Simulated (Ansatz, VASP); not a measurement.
**Al2O3: VASP beside Ansatz**

File INCAR:

```
SYSTEM = Al2O3
PREC = Accurate ; ENCUT = 520
EDIFF = 1E-6 ; ISMEAR = 0
SIGMA = 0.05 ; LREAL = .False.
LASPH = .True. ; NELM = 80
ALGO = Normal ; ISIF = 2
LWAVE = .False. ; LCHARG = .False.
GGA = PE ; NBANDS = 35
```

KPOINTS

```
regular mesh
0
Gamma
  6 6 6
  0 0 0
```

POSCAR

```
Al2O3
1.0
    2.5714400352      1.4846215966      4.4347054848
   -2.5714400352      1.4846215966      4.4347054848
    0.0000000000     -2.9692431931      4.4347054848
Al O
4 6
Direct
    0.8521293568      0.8521293568      0.8521293568
    0.6478706432      0.6478706432      0.6478706432
    0.1478706432      0.1478706432      0.1478706432
    0.3521293568      0.3521293568      0.3521293568
    0.0561574040      0.4438425960      0.7500000000
    0.7500000000      0.0561574040      0.4438425960
    0.4438425960      0.7500000000      0.0561574040
    0.9438425960      0.5561574040      0.2500000000
    0.2500000000      0.9438425960      0.5561574040
    0.5561574040      0.2500000000      0.9438425960
```

Input for Ansatz:

```yaml
crystal:
  lattice:
    - [2.5714400352, 1.4846215966, 4.4347054848]
    - [-2.5714400352, 1.4846215966, 4.4347054848]
    - [0.0, -2.9692431931, 4.4347054848]
  atoms:
    - { symbol: Al, position: [0.8521293568, 0.8521293568, 0.8521293568] }
    - { symbol: Al, position: [0.6478706432, 0.6478706432, 0.6478706432] }
    - { symbol: Al, position: [0.1478706432, 0.1478706432, 0.1478706432] }
    - { symbol: Al, position: [0.3521293568, 0.3521293568, 0.3521293568] }
    - { symbol: O, position: [0.056157404, 0.443842596, 0.75] }
    - { symbol: O, position: [0.75, 0.056157404, 0.443842596] }
    - { symbol: O, position: [0.443842596, 0.75, 0.056157404] }
    - { symbol: O, position: [0.943842596, 0.556157404, 0.25] }
    - { symbol: O, position: [0.25, 0.943842596, 0.556157404] }
    - { symbol: O, position: [0.556157404, 0.25, 0.943842596] }
basis:
  ecutwfc: 520.0
kpoints:
  mp_grid: { grid: [6, 6, 6] }
hamiltonian:
  xc: pbe
  pseudopotentials: { kind: paw, azcp: { folder: soft_1 } }
scf:
  occupations: { method: gaussian, width: 0.05 }
output:
  forces: true
  stress: true
  eigenvalues: true
```

Alike in both runs: task single point; functional PBE; k mesh 6 × 6 × 6; occupations gaussian, width 0.05 eV; no spin polarisation.

|  | VASP | Ansatz |
| --- | --- | --- |
| version | VASP 6.6.1 | Ansatz 0.2.0 |
| potentials or method | VASP PAW PBE potentials, release 64 (Al, O), cutoff 520 eV | scalar-relativistic, plane waves, PAW |
| valence electrons in the cell | 48 | 48 |

|  | VASP | Ansatz | Ansatz less VASP |
| --- | --- | --- | --- |
| gap on the k mesh at the Fermi level (eV) | 3.78 | 3.79 | +0.012 |
| least direct gap on the mesh (eV) | 3.78 | 3.79 | +0.012 |
| pressure (GPa) | -25.7 | -25.6 | +0.06 |
| traceless stress, the component that is largest in VASP (GPa) | 12.14 | 12.15 | +0.004 |
| rms of the force components (eV/Å) | 0.152 | 0.151 | -0.0011 |

Atom by atom the forces differ by 0.002 eV/Å (rms over components).
